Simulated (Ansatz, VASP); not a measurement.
## One calculation of O, two programs

```xyz
2
Lattice="9.0000 0.0000 0.0000 0.0000 9.2000 0.0000 0.0000 0.0000 10.2000" Properties=species:S:1:pos:R:3 pbc="T T T"
O     4.5000    4.6000    4.5001
O     4.5000    4.6000    5.6999
```

Alike in both runs: functional LDA; k mesh 1 × 1 × 1; occupations fermi-dirac, width 0.01 eV; collinear spin.

Ansatz relaxed the structure, and its values are those at the end. VASP's run is a single point on that final structure, the one shown.

|  | VASP | Ansatz |
| --- | --- | --- |
| version | VASP 6.6.1 | Ansatz 0.2.0 |
| potentials or method | VASP PAW LDA potentials, release 64 (O_h) | PAW with Ansatz's default frozen-core files, scalar-relativistic |
| plane-wave cutoff (eV) | 910 | 420 |
| valence electrons in the cell | 12 | 12 |

VASP gave:

| Property | Result |
| --- | --- |
| rms of the force components (eV/Å) | 0.254 |
| net moment per atom (μB) | 1.00 |
| size of the moment on the site where the two differ most (μB) | 0.62 |

Question: What did Ansatz give for the same quantities?

Answer: rms of the force components (eV/Å): 0.001; net moment per atom (μB): 1.00; size of the moment on the site where the two differ most (μB): 0.55.

LDA's correlation is that of Perdew and Zunger in VASP and of Perdew and Wang (1992) in Ansatz. Site moments also hang on the region over which each program counts them. One of these differences is far larger than is usual between the two programs; its cause wasn't traced. Ansatz's warnings: end state compared, stress scf threshold loose.

Noted on VASP's run: the cutoff is short for stress, so the pressure is rough.
